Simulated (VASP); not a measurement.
Crystal: FeCo.

```xyz
2
Lattice="2.8449 0.0000 0.0000 0.0000 2.8449 0.0000 0.0000 0.0000 2.8449" Properties=species:S:1:pos:R:3 pbc="T T T"
Fe    1.4224    1.4224    1.4224
Co    0.0000    0.0000    0.0000
```

```yaml
Program: VASP 6.6.1
Task: relaxation of cell and atoms
Functional: PBE
Dispersion: D3(BJ)
Potentials_or_basis: VASP PAW PBE potentials, release 64 (Fe, Co)
Cutoff: 600 eV
k_mesh: 14 × 14 × 14
Occupations: gaussian, width 0.1 eV
Spin: collinear spin, ferromagnetic start
Starting_moments: "[3.09, 2.02] μB"
```

At the start: pressure -5.9 GPa; volume 11.51 Å³/atom.

**Question.** How do energy, volume and symmetry change on relaxing?

**Answer.** Over 3 steps the energy falls by 6.4 meV/atom and the volume is 11.17 Å³/atom (-2.9 %); space group Pm-3m (No. 221, to 0.1 Å) before and after; moment 4.51 μB per cell.

The path:
```csv
step,energy change (eV),largest force (eV/Å),pressure (GPa),volume (Å³)
1,0.0000,0.0000,-5.91,23.02
2,0.0024,0.0000,7.09,21.64
3,-0.0129,0.0000,0.00,22.35
```

Final structure:
```
Fe Co
1.0
     2.81674    0.00000    0.00000
     0.00000    2.81674    0.00000
     0.00000    0.00000    2.81674
Fe Co
1 1
Direct
  0.50000 0.50000 0.50000
  0.00000 0.00000 0.00000
```
